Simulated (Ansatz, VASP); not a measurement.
# Two plane-wave programs on Ca2AlO

```
Ca Al O
1.0
     5.42803    0.00000    0.00000
     0.00000    5.42803    0.00000
     0.00000    0.00000    3.63479
Ca Al O
2 1 1
Direct
  0.00000 0.50000 0.00000
  0.50000 0.00000 0.00000
  0.50000 0.50000 0.00000
  0.00000 0.00000 0.00000
```

Alike in both runs: functional PBE; k mesh 4 × 4 × 6; occupations gaussian, width 0.1 eV; no spin polarisation.

Ansatz relaxed the structure, and its values are those at the end. VASP's run is a single point on that final structure, the one shown.

|  | VASP | Ansatz |
| --- | --- | --- |
| version | VASP 6.6.1 | Ansatz 0.2.0 |
| potentials or method | VASP PAW PBE potentials, release 64 (Ca_sv, Al, O), cutoff 520 eV | scalar-relativistic, plane waves, PAW |
| valence electrons in the cell | 29 | 29 |

```tsv
	VASP	Ansatz	Ansatz less VASP
gap on the k mesh at the Fermi level (eV)	none	none	-
pressure (GPa)	0.1	0.0	-0.04
```

A gap of «none» marks a metal or a gap that the smearing closes.
